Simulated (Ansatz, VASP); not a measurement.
**One calculation of SrO, two programs**

The input INCAR:

```
SYSTEM = SrO
PREC = Accurate
ENCUT = 600
EDIFF = 1E-6
ISMEAR = -1
SIGMA = 0.001
LREAL = .False.
LASPH = .True.
NELM = 120
ALGO = Normal
ISIF = 2
LWAVE = .False.
LCHARG = .True.
GGA = PE
LELF = .True.
LVHAR = .True.
NBANDS = 15
GGA_COMPAT = .False.
```

The input KPOINTS:

```
regular mesh
0
Gamma
  6 6 6
  0 0 0
```

The input POSCAR:

```
SrO
1.0
    0.0000000000      2.5798923266      2.5798923266
    2.5798923266      0.0000000000      2.5798923266
    2.5798923266      2.5798923266      0.0000000000
Sr O
1 1
Direct
    0.0000000000      0.0000000000      0.0000000000
    0.5000000000      0.5000000000      0.5000000000
```

Input for Ansatz:

```yaml
crystal:
  lattice:
    - [0.0, 2.5798923266, 2.5798923266]
    - [2.5798923266, 0.0, 2.5798923266]
    - [2.5798923266, 2.5798923266, 0.0]
  atoms:
    - { symbol: Sr, position: [0.0, 0.0, 0.0] }
    - { symbol: O, position: [0.5, 0.5, 0.5] }
kpoints:
  mp_grid: { grid: [6, 6, 6] }
hamiltonian:
  xc: pbe
scf:
  occupations: { method: fermi_dirac, width: 0.001 }
  n_extra_bands: 4
output:
  forces: true
  stress: true
  eigenvalues: true
```

Alike in both runs: task single point; functional PBE; k mesh 6 × 6 × 6; occupations fermi-dirac, width 0.001 eV; no spin polarisation.

|  | VASP | Ansatz |
| --- | --- | --- |
| version | VASP 6.6.1 | Ansatz 0.2.0 |
| potentials or method | VASP PAW PBE potentials, release 64 (Sr_sv, O) | plane waves |
| plane-wave cutoff (eV) | 600 | 420 |
| valence electrons in the cell | 16 | 16 |

```tsv
	VASP	Ansatz	Ansatz less VASP
gap on the k mesh at the Fermi level (eV)	3.27	3.32	+0.046
pressure (GPa)	2.3	1.8	-0.46
```
